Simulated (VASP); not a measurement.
# TePb in VASP: a series of runs

The runs below take TePb through relaxation of the atoms, single point, with PBE.

Program: VASP 6.6.1. These are calculated values, not measurements. Logs are shortened: lines on timing, memory, paths and dates and some standing lists are left out, and cuts for length are marked.

## (1) The cell of the first run

The cell holds a slab with vacuum, 8 atoms: a = 4.645 Å, b = 4.645 Å, c = 24.854 Å, α = 90.00°, β = 90.00°, γ = 90.00°.

## (2) Relaxation of the atoms, PBE

File INCAR:

```
SYSTEM = TePb
ALGO = Normal
DIPOL = 0.5 0.5 0.500
EDIFF = 1E-7
EDIFFG = -0.02
ENCUT = 450
GGA = PE
GGA_COMPAT = .False.
IBRION = 2
IDIPOL = 3
ISIF = 2
ISMEAR = 0
KPAR = 4
LASPH = .True.
LCHARG = .False.
LDIPOL = .True.
LREAL = .False.
LWAVE = .False.
NELM = 120
NELMDL = -8
NELMIN = 4
NSW = 80
PREC = Accurate
SIGMA = 0.05
```

File KPOINTS:

```
k-points
0
Gamma
  6 6 1
  0 0 0
```

File POSCAR:

```
TePb
1.0
    4.6453450440      0.0000000000      0.0000000000
    0.0000000000      4.6453450440      0.0000000000
    0.0000000000      0.0000000000     24.8542649447
Pb Te
4 4
Direct
    0.0000000000      0.0000000000      0.3017590750
    0.5000000000      0.5000000000      0.4339196917
    0.0000000000      0.0000000000      0.5660803083
    0.5000000000      0.5000000000      0.6982409250
    0.5000000000      0.5000000000      0.3017590750
    0.0000000000      0.0000000000      0.4339196917
    0.5000000000      0.5000000000      0.5660803083
    0.0000000000      0.0000000000      0.6982409250
```

Potentials or basis: VASP PAW PBE potentials, release 64 (Pb_d, Te).

Started as:

```bash
$ cat potpaw_PBE.64/Pb_d/POTCAR potpaw_PBE.64/Te/POTCAR > POTCAR
$ mpirun -np 4 vasp_std > vasp.out
```

OUTCAR:

```text
SYSTEM = TePb
   EDIFF = 1E-7
   EDIFFG = -0.02
   ENCUT = 450
   GGA = PE
   IBRION = 2
   ISIF = 2
   ISMEAR = 0
   LASPH = .True.
   LREAL = .False.
   NELM = 120
   NELMDL = -8
   NELMIN = 4
   NSW = 80
   PREC = Accurate

 ion  position               nearest neighbor table
   1  0.000  0.000  0.302-   5 3.28   5 3.28   5 3.28   5 3.28   6 3.28
   2  0.500  0.500  0.434-   7 3.28   6 3.28   6 3.28   6 3.28   6 3.28   5 3.28
   3  0.000  0.000  0.566-   6 3.28   7 3.28   7 3.28   7 3.28   7 3.28   8 3.28
   4  0.500  0.500  0.698-   8 3.28   8 3.28   8 3.28   8 3.28   7 3.28
   5  0.500  0.500  0.302-   1 3.28   1 3.28   1 3.28   1 3.28   2 3.28
   6  0.000  0.000  0.434-   3 3.28   2 3.28   2 3.28   2 3.28   2 3.28   1 3.28
   7  0.500  0.500  0.566-   2 3.28   3 3.28   3 3.28   3 3.28   3 3.28   4 3.28
   8  0.000  0.000  0.698-   4 3.28   4 3.28   4 3.28   4 3.28   3 3.28

  LATTYP: Found a simple tetragonal cell.
 ALAT       =     4.6453450440
 C/A-ratio  =     5.3503592756

  Lattice vectors:

 A1 = (   4.6453450440,   0.0000000000,   0.0000000000)
 A2 = (   0.0000000000,   4.6453450440,   0.0000000000)
 A3 = (   0.0000000000,   0.0000000000,  24.8542649447)

Analysis of symmetry for initial positions (statically):
=====================================================================
 Subroutine PRICEL returns:
 Original cell was already a primitive cell.

 Routine SETGRP: Setting up the symmetry group for a
 simple tetragonal supercell.

 Subroutine GETGRP returns: Found 16 space group operations
 (whereof  8 operations were pure point group operations)
 out of a pool of 16 trial point group operations.

The static configuration has the point symmetry C_4v.
 The point group associated with its full space group is D_4h.

Analysis of symmetry for dynamics (positions and initial velocities):
=====================================================================
 Subroutine PRICEL returns:
 Original cell was already a primitive cell.

 Routine SETGRP: Setting up the symmetry group for a
 simple tetragonal supercell.

 Subroutine GETGRP returns: Found 16 space group operations
 (whereof  8 operations were pure point group operations)
 out of a pool of 16 trial point group operations.

The dynamic configuration has the point symmetry C_4v.
 The point group associated with its full space group is D_4h.

 Subroutine INISYM returns: Found 16 space group operations
 (whereof  8 operations are pure point group operations),
 and found     1 'primitive' translations

----------------------------------------------------------------------------------------

                                     Primitive cell

  volume of cell :     536.3359

  direct lattice vectors                    reciprocal lattice vectors
     4.645345044  0.000000000  0.000000000     0.215269262  0.000000000  0.000000000
     0.000000000  4.645345044  0.000000000     0.000000000  0.215269262  0.000000000
     0.000000000  0.000000000 24.854264945     0.000000000  0.000000000  0.040234543

  length of vectors
     4.645345044  4.645345044 24.854264945     0.215269262  0.215269262  0.040234543

  position of ions in fractional coordinates (direct lattice)
     0.000000000  0.000000000  0.301759075
     0.500000000  0.500000000  0.433919692
     0.000000000  0.000000000  0.566080308
     0.500000000  0.500000000  0.698240925
     0.500000000  0.500000000  0.301759075
     0.000000000  0.000000000  0.433919692
     0.500000000  0.500000000  0.566080308
     0.000000000  0.000000000  0.698240925

  ion indices of the primitive-cell ions
   primitive index   ion index
                 1           1
                 2           2
                 3           3
                 4           4
                 5           5
                 6           6
                 7           7
                 8           8

----------------------------------------------------------------------------------------

 KPOINTS: k-points

Automatic generation of k-mesh.
 Grid dimensions read from file:
 generate k-points for:    6    6    1

 Generating k-lattice:

  Cartesian coordinates                     Fractional coordinates (reciprocal lattice)
     0.035878210  0.000000000  0.000000000     0.166666667  0.000000000  0.000000000
     0.000000000  0.035878210  0.000000000     0.000000000  0.166666667  0.000000000
     0.000000000  0.000000000  0.040234543     0.000000000  0.000000000  1.000000000

  Length of vectors
     0.035878210  0.035878210  0.040234543

  Shift w.r.t. Gamma in fractional coordinates (k-lattice)
     0.000000000  0.000000000  0.000000000

 Subroutine IBZKPT returns following result:
 ===========================================

 Found     10 irreducible k-points:

 Following reciprocal coordinates:
            Coordinates               Weight
  0.000000  0.000000  0.000000      1.000000
  0.166667  0.000000  0.000000      4.000000
  0.333333  0.000000  0.000000      4.000000
  0.500000  0.000000  0.000000      2.000000
  0.166667  0.166667  0.000000      4.000000
  0.333333  0.166667  0.000000      8.000000
  0.500000  0.166667  0.000000      4.000000
  0.333333  0.333333  0.000000      4.000000
  0.500000  0.333333  0.000000      4.000000
  0.500000  0.500000  0.000000      1.000000
   k-points           NKPTS =     10   k-points in BZ     NKDIM =     10   number of bands    NBANDS=     48
   number of dos      NEDOS =    301   number of ions     NIONS =      8
   total plane-waves  NPLWV = 184320
   dimension x,y,z NGX =    32 NGY =   32 NGZ =  180
   dimension x,y,z NGXF=    64 NGYF=   64 NGZF=  360
   ions per type =               4   4
   NGX,Y,Z   is equivalent  to a cutoff of  11.45, 11.45, 12.04 a.u.
   NGXF,Y,Z  is equivalent  to a cutoff of  22.90, 22.90, 24.08 a.u.
 SYSTEM =  TePb
   PREC   = accura    normal or accurate (medium, high low for compatibility)
   ISTART =      0    job   : 0-new  1-cont  2-samecut
   ICHARG =      2    charge: 1-file 2-atom 10-const
   ISPIN  =      1    spin polarized calculation?
   LNONCOLLINEAR =      F non collinear calculations
   LSORBIT =      F    spin-orbit coupling
   LASPH  =      T    aspherical Exc in radial PAW
   ENCUT  =  450.0 eV  33.07 Ry    5.75 a.u.   8.03  8.03 42.99*2*pi/ulx,y,z
   NELM   =    120;   NELMIN=  4; NELMDL= -8     # of ELM steps
   EDIFF  = 0.1E-06   stopping-criterion for ELM
   LREAL  =      F    real-space projection
   EDIFFG = -.2E-01   stopping-criterion for IOM
   NSW    =     80    number of steps for IOM
   IBRION =      2    ionic relax: 0-MD 1-quasi-New 2-CG
   NFREE  =      1    steps in history (QN), initial steepest desc. (CG)
   ISIF   =      2    stress and relaxation
   ISYM   =      2    0-nonsym 1-usesym 2-fastsym
   POTIM  = 0.5000    time-step for ionic-motion
   TEBEG  =    0.0;   TEEND  =   0.0 temperature during run
   PSTRESS=    0.0 pullay stress
   NELECT =      80.0000    total number of electrons
   NUPDOWN=      -1.0000    fix difference up-down
   EMIN   =  10.00;   EMAX   =-10.00  energy-range for DOS
   EFERMI =   0.00;   METHOD = LEGACY
   ISMEAR =     0;   SIGMA  =   0.05  broadening in eV -4-tet -1-fermi 0-gaus
   EFERMI_NEDOS =   21; number of points for ismear=-14 and -15
   IALGO  =     38    algorithm
   IMIX   =      4    mixing-type and parameters
     AMIX     =   0.40;   BMIX     =  1.00
     AMIX_MAG =   1.60;   BMIX_MAG =  1.00
  volume/ion in A,a.u.               =      67.04       452.42
  Fermi-wavevector in a.u.,A,eV,Ry     =   0.868212  1.640683 10.255968  0.753792
  Thomas-Fermi vector in A             =   1.986858
   LORBIT       =      0    0 simple, 1 ext, 2 COOP (PROOUT), +10 PAW based schemes
   GGA     = PE    functional components
   LHFCALC =     F    Hartree Fock is set to
   AEXX    =    0.0000 exact exchange contribution
   IVDW    =     0    specifies the selected vdW correction
   LEPSILON=     F    determine dielectric tensor
   LRPA    =     F    only Hartree local field effects (RPA)
 conjugate gradient relaxation of ions
 non-spin polarized calculation
 Gauss-broadening in eV      SIGMA  =   0.05
  energy-cutoff  :      450.00
  volume of cell :      536.34
 maximum number of plane-waves:     11744
   NGX = 17   NGY = 17   NGZ = 85

--------------------------------------- Ionic step        1  -------------------------------------------

 number of electron      79.9999976 magnetization

 Free energy of the ion-electron system (eV)
  ---------------------------------------------------
  ext. energy  EPLUGINS =         0.00000000
  ---------------------------------------------------
  free energy    TOTEN  =       -29.51241174 eV

  energy without entropy =      -29.51241174  energy(sigma->0) =      -29.51241174

------------------------ aborting loop because EDIFF is reached ----------------------------------------

  FORCE on cell =-STRESS in cart. coord.  units (eV):
  Direction    XX          YY          ZZ          XY          YZ          ZX
  --------------------------------------------------------------------------------------
  -------------------------------------------------------------------------------------
  Total       -0.9833562     -0.9833562     -2.9631697      0.0000000      0.0000000      0.0000000
  in kB       -2.9375452     -2.9375452     -8.8517722      0.0000000      0.0000000      0.0000000
  external PRESSURE =      -4.9089542 kB  Pullay stress =       0.0000000 kB
[... 107 lines left out ...]
  FREE ENERGIE OF THE ION-ELECTRON SYSTEM (eV)
  ---------------------------------------------------
  free  energy   TOTEN  =       -29.6419707511 eV

  energy  without entropy=      -29.6419707511  energy(sigma->0) =      -29.64197075

[... ionic steps 4 to 11 ...]

--------------------------------------- Ionic step       12  -------------------------------------------

 number of electron      79.9999970 magnetization

------------------------ aborting loop because EDIFF is reached ----------------------------------------

  FORCE on cell =-STRESS in cart. coord.  units (eV):
  Direction    XX          YY          ZZ          XY          YZ          ZX
  --------------------------------------------------------------------------------------
  -------------------------------------------------------------------------------------
  Total       -0.2675667     -0.2675667      0.0894677      0.0000000      0.0000000      0.0000000
  in kB       -0.7992926     -0.7992926      0.2672638      0.0000000      0.0000000      0.0000000
  external PRESSURE =      -0.4437738 kB  Pullay stress =       0.0000000 kB
[... 69 lines left out ...]
  energy  without entropy=      -29.7134305645  energy(sigma->0) =      -29.71343056

--------------------------------------- Ionic step       14  -------------------------------------------

 number of electron      79.9999971 magnetization

 dipolmoment           0.000000      0.000000      0.000000 electrons x Angstroem

 Free energy of the ion-electron system (eV)
  ---------------------------------------------------
  ext. energy  EPLUGINS =         0.00000000
  ---------------------------------------------------
  free energy    TOTEN  =       -29.71361807 eV

  energy without entropy =      -29.71361807  energy(sigma->0) =      -29.71361807

 E-fermi :   0.5265     XC(G=0):  -5.2348

 val. band max:        0.2906534065   @ k =   0.5000   0.0000   0.0000
 cond. band min:       1.6214538643   @ k =   0.5000   0.0000   0.0000
 fundamental gap:      1.3308004578
 Fermi energy:         0.5264623858

 k-point     1 :       0.0000    0.0000    0.0000
  band No.  band energies     occupation
      1     -16.2671      2.00000
      2     -16.2652      2.00000
      3     -16.2101      2.00000
      4     -16.2101      2.00000
      5     -16.2100      2.00000
      6     -16.2100      2.00000
[... 499 lines left out ...]
     47       4.7978      0.00000
     48       4.7978      0.00000

------------------------ aborting loop because EDIFF is reached ----------------------------------------

 vacuum level on the upper side and lower side of the slab       (xc-potential included)        -0.006        -0.006

  FORCE on cell =-STRESS in cart. coord.  units (eV):
  Direction    XX          YY          ZZ          XY          YZ          ZX
  --------------------------------------------------------------------------------------
  -------------------------------------------------------------------------------------
  Total       -0.2532513     -0.2532513      0.1270676      0.0000000      0.0000000      0.0000000
  in kB       -0.7565287     -0.7565287      0.3795846      0.0000000      0.0000000      0.0000000
  external PRESSURE =      -0.3778243 kB  Pullay stress =       0.0000000 kB

 VOLUME and BASIS-vectors are now :
 -----------------------------------------------------------------------------
  energy-cutoff  :      450.00
  volume of cell :      536.34
      direct lattice vectors                 reciprocal lattice vectors
     4.645345044  0.000000000  0.000000000     0.215269262  0.000000000  0.000000000
     0.000000000  4.645345044  0.000000000     0.000000000  0.215269262  0.000000000
     0.000000000  0.000000000 24.854264945     0.000000000  0.000000000  0.040234543
[... 14 lines left out ...]
  FREE ENERGIE OF THE ION-ELECTRON SYSTEM (eV)
  ---------------------------------------------------
  free  energy   TOTEN  =       -29.7136180720 eV

  energy  without entropy=      -29.7136180720  energy(sigma->0) =      -29.71361807

 reached required accuracy - stopping structural energy minimisation

 vacuum level on the upper side and lower side of the slab         5.105         5.105
```

It took 16 min on 4 MPI ranks of AMD EPYC 7R13 (Zen 3), shared host; peak memory 0.57 GiB.

Results:

* Free energy: -29.7136 eV
* Energy gained by relaxing: 25.2 meV/atom
* Ionic steps: 14
* Largest force after relaxing: 0.007 eV/Å
* Band gap on the k mesh: 1.33 eV

Forces on the atoms (eV/Å):
```
Pb   0.000  0.000 -0.006
Pb   0.000  0.000 -0.003
Pb   0.000  0.000  0.003
Pb   0.000  0.000  0.006
Te   0.000  0.000 -0.007
Te   0.000  0.000 -0.001
Te   0.000  0.000  0.001
Te   0.000  0.000  0.007
```

Step by step:
```
step  energy change (eV)  largest force (eV/Å)  pressure (GPa)
   1              0.0000                0.4523           -0.49
   2             -0.0402                0.4126           -0.45
   3             -0.1296                0.2710           -0.25
   4             -0.0737                0.7909            0.49
   5             -0.1533                0.2314           -0.08
   6             -0.1550                0.2213           -0.01
   7             -0.1704                0.1594            0.03
   8             -0.1775                0.1692            0.10
   9             -0.1864                0.1328            0.06
  10             -0.1998                0.0550           -0.06
  11             -0.2000                0.0544           -0.08
  12             -0.2009                0.0277           -0.04
  13             -0.2010                0.0257           -0.05
  14             -0.2012                0.0068           -0.04
```

Final structure:
```cif
data_structure
_symmetry_space_group_name_H-M 'P 1'
_symmetry_Int_Tables_number 1
_cell_length_a 4.6453
_cell_length_b 4.6453
_cell_length_c 24.8543
_cell_angle_alpha 90.000
_cell_angle_beta 90.000
_cell_angle_gamma 90.000
_cell_volume 536.34
loop_
_atom_site_label
_atom_site_type_symbol
_atom_site_fract_x
_atom_site_fract_y
_atom_site_fract_z
_atom_site_occupancy
Pb1 Pb 0.00000 0.00000 0.31051 1
Pb2 Pb 0.50000 0.50000 0.42461 1
Pb3 Pb 0.00000 0.00000 0.57539 1
Pb4 Pb 0.50000 0.50000 0.68949 1
Te1 Te 0.50000 0.50000 0.29957 1
Te2 Te 0.00000 0.00000 0.43402 1
Te3 Te 0.50000 0.50000 0.56598 1
Te4 Te 0.00000 0.00000 0.70043 1
```

Levels at points of the mesh, in eV from the valence-band top:
```tsv
k point	band 36	band 37	band 38	band 39	band 40	band 41	band 42	band 43	band 44	band 45
(0.00, 0.00, 0.00)	-1.31	-1.07	-1.07	-0.64	-0.50	2.08	2.71	3.78	3.84	4.10
(0.50, 0.00, 0.00)	-0.50	-0.28	-0.28	0.00	0.00	1.33	1.33	1.68	1.68	1.70
(0.50, 0.50, 0.00)	-2.46	-1.84	-1.84	-0.74	-0.74	2.57	2.57	3.79	3.79	4.24
```

Caveat: spin-orbit coupling is left out, which moves the levels of the heavy elements.

[end of part 1 of 2]
